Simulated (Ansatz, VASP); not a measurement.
SiGe3 in VASP and in Ansatz

```
Si Ge
1.0
     2.95534    0.00000    0.00000
    -1.47767    2.55940    0.00000
     0.00000    0.00000    9.64393
Si Ge
1 3
Direct
  0.33333 0.66667 0.50000
  0.66667 0.33333 0.26342
  0.66667 0.33333 0.73658
  0.33333 0.66667 0.00000
```

Alike in both runs: functional PBE; k mesh 18 × 18 × 6; occupations gaussian, width 0.1 eV; no spin polarisation.

Ansatz relaxed the structure, and its values are those at the end. VASP's run is a single point on that final structure, the one shown.

|  | VASP | Ansatz |
| --- | --- | --- |
| version | VASP 6.6.1 | Ansatz 0.2.0 |
| potentials or method | VASP PAW PBE potentials, release 64 (Si, Ge_d), cutoff 520 eV | scalar-relativistic, plane waves, PAW |
| valence electrons in the cell | 46 | 46 |

```csv
,VASP,Ansatz,Ansatz less VASP
gap on the k mesh at the Fermi level (eV),none,none,-
pressure (GPa),0.0,0.0,-0.03
```

A gap of «none» marks a metal or a gap that the smearing closes.
